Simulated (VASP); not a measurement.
# KI in VASP: notebook, part 2 of 2

VASP 6.6.1. Earlier steps stand in the parts before.

### Step 4. Single point, PBE

This run uses another cell than the first one, of 44.52 Å³/atom, 0.990 times its volume.

Contents of INCAR:

```
PREC = Accurate
ENCUT = 520
EDIFF = 1E-6
ISMEAR = -1
SIGMA = 0.02
LREAL = F
LASPH = T
NELM = 100
ALGO = Normal
ISIF = 2
LWAVE = F
LCHARG = F
GGA = PE
NBANDS = 15
```

Contents of KPOINTS:

```
regular mesh
0
Gamma
  6 6 6
```

Contents of POSCAR:

```
KI
1.0
    0.0000000000      3.5442842164      3.5442842164
    3.5442842164      0.0000000000      3.5442842164
    3.5442842164      3.5442842164      0.0000000000
K I
1 1
Direct
    0.0000000000      0.0000000000      0.0000000000
    0.5000000000      0.5000000000      0.5000000000
```

Potentials or basis: VASP PAW PBE potentials, release 64 (K_sv, I).

The run is started by

```bash
$ cat potpaw_PBE.64/K_sv/POTCAR potpaw_PBE.64/I/POTCAR > POTCAR
$ mpirun -np 1 vasp_std > vasp.out
```

OUTCAR:

```text
PREC = Accurate
   ENCUT = 520
   EDIFF = 1E-6
   ISMEAR = -1
   LREAL = F
   LASPH = T
   NELM = 100
   ISIF = 2
   GGA = PE

 ion  position               nearest neighbor table
   1  0.000  0.000  0.000-   2 3.54   2 3.54   2 3.54   2 3.54   2 3.54   2 3.54
   2  0.500  0.500  0.500-   1 3.54   1 3.54   1 3.54   1 3.54   1 3.54   1 3.54

  LATTYP: Found a face centered cubic cell.
 ALAT       =     7.0885684328

  Lattice vectors:

 A1 = (   0.0000000000,   3.5442842164,   3.5442842164)
 A2 = (   3.5442842164,   0.0000000000,   3.5442842164)
 A3 = (   3.5442842164,   3.5442842164,   0.0000000000)

Analysis of symmetry for initial positions (statically):
=====================================================================
 Subroutine PRICEL returns:
 Original cell was already a primitive cell.

 Routine SETGRP: Setting up the symmetry group for a
 face centered cubic supercell.

 Subroutine GETGRP returns: Found 48 space group operations
 (whereof 48 operations were pure point group operations)
 out of a pool of 48 trial point group operations.

The static configuration has the point symmetry O_h .

[... 164 lines left out ...]
      5     -10.9537      2.00000
      6      -0.4661      2.00000
      7      -0.4661      2.00000
      8      -0.4661      2.00000
      9       3.4739      0.00000
     10       6.0345      0.00000
     11       6.0345      0.00000
     12       6.0345      0.00000
     13       6.7453      0.00000
     14       6.7453      0.00000
[... 257 lines left out ...]
      2     -12.5118      2.00000
      3     -12.5085      2.00000
      4     -12.4956      2.00000
      5     -10.7730      2.00000
      6      -1.3232      2.00000
      7      -1.0189      2.00000
      8      -0.9994      2.00000
      9       5.2055      0.00000
     10       5.8974      0.00000
     11       6.9236      0.00000
     12       7.8200      0.00000
     13       8.0608      0.00000
     14       9.1487      0.00000
     15       9.5705      0.00000

------------------------ aborting loop because EDIFF is reached ----------------------------------------

  FORCE on cell =-STRESS in cart. coord.  units (eV):
  Direction    XX          YY          ZZ          XY          YZ          ZX
  --------------------------------------------------------------------------------------
  -------------------------------------------------------------------------------------
  Total        0.2735157      0.2735157      0.2735157      0.0000000      0.0000000     -0.0000000
  in kB        4.9212695      4.9212695      4.9212695      0.0000000      0.0000000     -0.0000000
  external PRESSURE =       4.9212695 kB  Pullay stress =       0.0000000 kB

 VOLUME and BASIS-vectors are now :
 -----------------------------------------------------------------------------
  energy-cutoff  :      520.00
  volume of cell :       89.05
      direct lattice vectors                 reciprocal lattice vectors
     0.000000000  3.544284216  3.544284216    -0.141072208  0.141072208  0.141072208
     3.544284216  0.000000000  3.544284216     0.141072208 -0.141072208  0.141072208
     3.544284216  3.544284216  0.000000000     0.141072208  0.141072208 -0.141072208

 POSITION                                       TOTAL-FORCE (eV/Angst)
 -----------------------------------------------------------------------------------
      0.00000      0.00000      0.00000        -0.000000      0.000000     -0.000000
      3.54428      3.54428      3.54428         0.000000     -0.000000      0.000000
 -----------------------------------------------------------------------------------
    total drift:                                0.000000     -0.000000     -0.000000

  FREE ENERGIE OF THE ION-ELECTRON SYSTEM (eV)
  ---------------------------------------------------
  free  energy   TOTEN  =        -5.5594196365 eV

  energy  without entropy=       -5.5594196365  energy(sigma->0) =       -5.55941964
```

OSZICAR:

```text
N       E                     dE             d eps       ncg     rms          rms(c)
DAV:   1     0.898266818647E+02    0.89827E+02   -0.64503E+03   480   0.906E+02
DAV:   2    -0.319095593465E+00   -0.90146E+02   -0.83866E+02   622   0.212E+02
DAV:   3    -0.541218819974E+01   -0.50931E+01   -0.50704E+01   656   0.438E+01
DAV:   4    -0.563924661939E+01   -0.22706E+00   -0.22700E+00   801   0.831E+00
DAV:   5    -0.564179574949E+01   -0.25491E-02   -0.25491E-02   656   0.896E-01    0.300E+00
DAV:   6    -0.555763511535E+01    0.84161E-01   -0.95658E-02   627   0.179E+00    0.215E+00
DAV:   7    -0.555348291374E+01    0.41522E-02   -0.11339E-01   641   0.168E+00    0.783E-01
DAV:   8    -0.555875466626E+01   -0.52718E-02   -0.11913E-02   516   0.705E-01    0.130E-01
DAV:   9    -0.555925130455E+01   -0.49664E-03   -0.92457E-04   655   0.178E-01    0.790E-02
DAV:  10    -0.555936858104E+01   -0.11728E-03   -0.11530E-04   564   0.583E-02    0.215E-02
DAV:  11    -0.555941976723E+01   -0.51186E-04   -0.64186E-05   522   0.468E-02    0.180E-02
DAV:  12    -0.555941963654E+01    0.13069E-06   -0.25895E-06   647   0.124E-02
   1 F= -.55594196E+01 E0= -.55594196E+01  d E =-.899013E-11
```

stdout:

```text
POSCAR found type information on POSCAR K I
 POSCAR found :  2 types and       2 ions
 scaLAPACK will be used
 LDA part: xc-table for (Slater+PW92), standard interpolation
 POSCAR, INCAR and KPOINTS ok, starting setup
 FFT: planning ... GRIDC
 FFT: planning ... GRID_SOFT
 FFT: planning ... GRID
 WAVECAR not read
 entering main loop
```

It took 20 s on 1 thread of Intel Xeon Platinum 8259CL at 2.50GHz (Skylake/Cascade Lake), shared host; peak memory 0.24 GiB.

Results:

| Property | Result |
| --- | --- |
| Free energy | -5.5594 eV |
| Pressure | 0.5 GPa |
| Band gap on the k mesh | 3.94 eV, direct |

Caveat: spin-orbit coupling is left out, which moves the levels of the heavy elements.

### Step 5. Single point, r2SCAN (strain -4.0%)

Contents of POSCAR:

```
KI
1.0
    0.0000000000      3.4025128477      3.4025128477
    3.4025128477      0.0000000000      3.4025128477
    3.4025128477      3.4025128477      0.0000000000
K I
1 1
Direct
    0.0000000000      0.0000000000      0.0000000000
    0.5000000000      0.5000000000      0.5000000000
```

Contents of INCAR.step1:

```
PREC = Accurate
ENCUT = 520
ISMEAR = 0
SIGMA = 0.01
LREAL = False
LASPH = True
NELM = 60
NBANDS = 15
GGA = PE
ALGO = Normal
EDIFF = 1E-4
LWAVE = True
LCHARG = False
```

Contents of INCAR.step2:

```
PREC = Accurate
ENCUT = 520
EDIFF = 1E-6
ISMEAR = 0
SIGMA = 0.01
LREAL = False
LASPH = True
NELM = 60
ALGO = Normal
ISIF = 2
LWAVE = False
LCHARG = True
METAGGA = R2SCAN
LMIXTAU = True
LELF = True
LVHAR = True
NBANDS = 15
ISTART = 1
```

Contents of KPOINTS:

```
Automatic mesh
0
Gamma
  6 6 6
```

Potentials or basis: VASP PAW PBE potentials, release 64 (K_sv, I).

The run is started by

```bash
$ cat potpaw_PBE.64/K_sv/POTCAR potpaw_PBE.64/I/POTCAR > POTCAR
$ cp INCAR.step1 INCAR
$ mpirun -np 1 vasp_std > vasp.out
$ cp INCAR.step2 INCAR
$ mpirun -np 1 vasp_std > vasp.out
```

OUTCAR:

```text
PREC = Accurate
   ENCUT = 520
   EDIFF = 1E-6
   ISMEAR = 0
   LREAL = False
   LASPH = True
   NELM = 60
   ISIF = 2
   METAGGA = R2SCAN
   ISTART = 1

 ion  position               nearest neighbor table
   1  0.000  0.000  0.000-   2 3.40   2 3.40   2 3.40   2 3.40   2 3.40   2 3.40
   2  0.500  0.500  0.500-   1 3.40   1 3.40   1 3.40   1 3.40   1 3.40   1 3.40

  LATTYP: Found a face centered cubic cell.
 ALAT       =     6.8050256954

  Lattice vectors:

[... 465 lines left out ...]

  FORCE on cell =-STRESS in cart. coord.  units (eV):
  Direction    XX          YY          ZZ          XY          YZ          ZX
  --------------------------------------------------------------------------------------
  -------------------------------------------------------------------------------------
  Total        1.0354478      1.0354478      1.0354478      0.0000000      0.0000000      0.0000000
  in kB       21.0576291     21.0576291     21.0576291      0.0000000      0.0000000      0.0000000
  external PRESSURE =      21.0576291 kB  Pullay stress =       0.0000000 kB

 VOLUME and BASIS-vectors are now :
 -----------------------------------------------------------------------------
  energy-cutoff  :      520.00
  volume of cell :       78.78
      direct lattice vectors                 reciprocal lattice vectors
     0.000000000  3.402512848  3.402512848    -0.146950217  0.146950217  0.146950217
     3.402512848  0.000000000  3.402512848     0.146950217 -0.146950217  0.146950217
     3.402512848  3.402512848  0.000000000     0.146950217  0.146950217 -0.146950217

 POSITION                                       TOTAL-FORCE (eV/Angst)
 -----------------------------------------------------------------------------------
      0.00000      0.00000      0.00000         0.000000      0.000000      0.000000
      3.40251      3.40251      3.40251         0.000000     -0.000000     -0.000000
 -----------------------------------------------------------------------------------
    total drift:                                0.000000      0.000000      0.000000

  FREE ENERGIE OF THE ION-ELECTRON SYSTEM (eV)
  ---------------------------------------------------
  free  energy   TOTEN  =       -33.9221886267 eV

  energy  without entropy=      -33.9221886267  energy(sigma->0) =      -33.92218863
```

OSZICAR.step1:

```text
N       E                     dE             d eps       ncg     rms          rms(c)
DAV:   1     0.874769534803E+02    0.87477E+02   -0.66098E+03   480   0.920E+02
DAV:   2    -0.390551877495E+00   -0.87868E+02   -0.82277E+02   621   0.214E+02
DAV:   3    -0.526588828588E+01   -0.48753E+01   -0.48572E+01   656   0.441E+01
DAV:   4    -0.553209287356E+01   -0.26620E+00   -0.26611E+00   754   0.873E+00
DAV:   5    -0.553395039814E+01   -0.18575E-02   -0.18574E-02   691   0.696E-01    0.387E+00
DAV:   6    -0.546518361414E+01    0.68767E-01   -0.78687E-02   571   0.176E+00    0.270E+00
DAV:   7    -0.546407681037E+01    0.11068E-02   -0.10796E-01   641   0.179E+00    0.778E-01
DAV:   8    -0.546720948706E+01   -0.31327E-02   -0.12268E-02   508   0.763E-01    0.146E-01
DAV:   9    -0.546756090501E+01   -0.35142E-03   -0.62451E-04   641   0.159E-01    0.696E-02
DAV:  10    -0.546770673225E+01   -0.14583E-03   -0.12862E-04   507   0.643E-02    0.200E-02
DAV:  11    -0.546773413209E+01   -0.27400E-04   -0.34675E-05   464   0.357E-02
   1 F= -.54677341E+01 E0= -.54677341E+01  d E =-.429278E-45
```

Wall time 63 s (1 thread of Intel Xeon Platinum 8259CL at 2.50GHz (Skylake/Cascade Lake), shared host); peak memory 0.22 GiB.

What came out:

| Quantity | Value |
| --- | --- |
| Free energy | -33.9222 eV |
| Pressure | 2.1 GPa |
| Band gap on the k mesh | 4.92 eV, direct |

Levels at points of the mesh, in eV from the valence-band top:
```tsv
k point	band 6	band 7	band 8	band 9	band 10	band 11
(0.00, 0.00, 0.00)	0.00	0.00	0.00	4.92	6.97	6.97
(0.50, 0.00, 0.00)	-1.60	-0.44	-0.44	6.14	8.63	8.99
(0.50, 0.50, 0.00)	-1.21	-0.44	-0.44	5.16	6.77	8.92
```

Caveat: the cell differs from its parent crystal (strain -4.0%); the PAW data sets were made with another functional, which shifts forces and pressure a little; spin-orbit coupling is left out, which moves the levels of the heavy elements. A k mesh can miss the band edges.

### Step 6. Single point, r2SCAN

This run uses another cell than the first one, of 44.52 Å³/atom, 0.990 times its volume.

Contents of POSCAR:

```
KI
1.0
    0.0000000000      3.5442842164      3.5442842164
    3.5442842164      0.0000000000      3.5442842164
    3.5442842164      3.5442842164      0.0000000000
K I
1 1
Direct
    0.0000000000      0.0000000000      0.0000000000
    0.5000000000      0.5000000000      0.5000000000
```

Contents of INCAR.step1:

```
  PREC = Accurate
  ENCUT = 520
  ISMEAR = 0
  SIGMA = 0.01
  LREAL = False
  LASPH = True
  NELM = 100
  NBANDS = 15
  GGA = PE
  ALGO = Normal
  EDIFF = 1E-4
  LWAVE = True
  LCHARG = False
```

Contents of INCAR.step2:

```
  PREC = Accurate
  ENCUT = 520
  EDIFF = 1E-6
  ISMEAR = 0
  SIGMA = 0.01
  LREAL = False
  LASPH = True
  NELM = 100
  ALGO = Normal
  ISIF = 2
  LWAVE = False
  LCHARG = True
  METAGGA = R2SCAN
  LMIXTAU = True
  LELF = True
  LVHAR = True
  NBANDS = 15
  ISTART = 1
```

Contents of KPOINTS:

```
regular mesh
0
Gamma
  6 6 6
```

Potentials or basis: VASP PAW PBE potentials, release 64 (K_sv, I).

The run is started by

```bash
$ cat potpaw_PBE.64/K_sv/POTCAR potpaw_PBE.64/I/POTCAR > POTCAR
$ cp INCAR.step1 INCAR
$ mpirun -np 1 vasp_std > vasp.out
$ cp INCAR.step2 INCAR
$ mpirun -np 1 vasp_std > vasp.out
```

Run time: 91 s. Hardware: 1 thread of Intel Xeon Platinum 8259CL at 2.50GHz (Skylake/Cascade Lake), shared host; peak memory 0.26 GiB.

It converged, with:

```yaml
Free_energy: -33.9843 eV
Pressure: 0.0 GPa
Band_gap_on_the_k_mesh: 4.58 eV, direct
```

Levels at points of the mesh, in eV from the valence-band top:
```tsv
k point	band 6	band 7	band 8	band 9	band 10	band 11
(0.00, 0.00, 0.00)	0.00	0.00	0.00	4.58	7.05	7.05
(0.50, 0.00, 0.00)	-1.30	-0.33	-0.33	6.01	8.31	8.75
(0.50, 0.50, 0.00)	-1.00	-0.37	-0.37	5.39	6.47	8.83
```

Caveat: the PAW data sets were made with another functional, which shifts forces and pressure a little; spin-orbit coupling is left out, which moves the levels of the heavy elements. r2SCAN opens gaps a little over a GGA but as a rule still falls short of measured ones.

### Step 7. Summary

```tsv
level	cell	k mesh	smearing	gap on the mesh (eV)	pressure (GPa)
PBE	a = 4.996 Å, angles 60.9°, 2 atoms	4 × 4 × 4	gaussian 0.01 eV	3.88	0.4
PBE	a = 4.812 Å, angles 60.0°, 2 atoms	6 × 6 × 6	fermi-dirac 0.02 eV	4.25	2.6
PBE	a = 5.012 Å, angles 60.0°, 2 atoms	6 × 6 × 6	fermi-dirac 0.02 eV	3.94	0.5
r2SCAN	a = 4.812 Å, angles 60.0°, 2 atoms	6 × 6 × 6	gaussian 0.01 eV	4.92	2.1
r2SCAN	a = 5.012 Å, angles 60.0°, 2 atoms	6 × 6 × 6	gaussian 0.01 eV	4.58	0.0
```

Alike in all rows: task single point; potentials or basis VASP PAW PBE potentials, release 64 (K_sv, I); no spin polarisation; cutoff (eV) 520.

Caveats: spin-orbit coupling is left out, which moves the levels of the heavy elements; the PAW data sets were made with another functional, which shifts forces and pressure a little (some runs).

Total energies depend on the potentials used, so only differences within one code and one set of settings carry meaning.
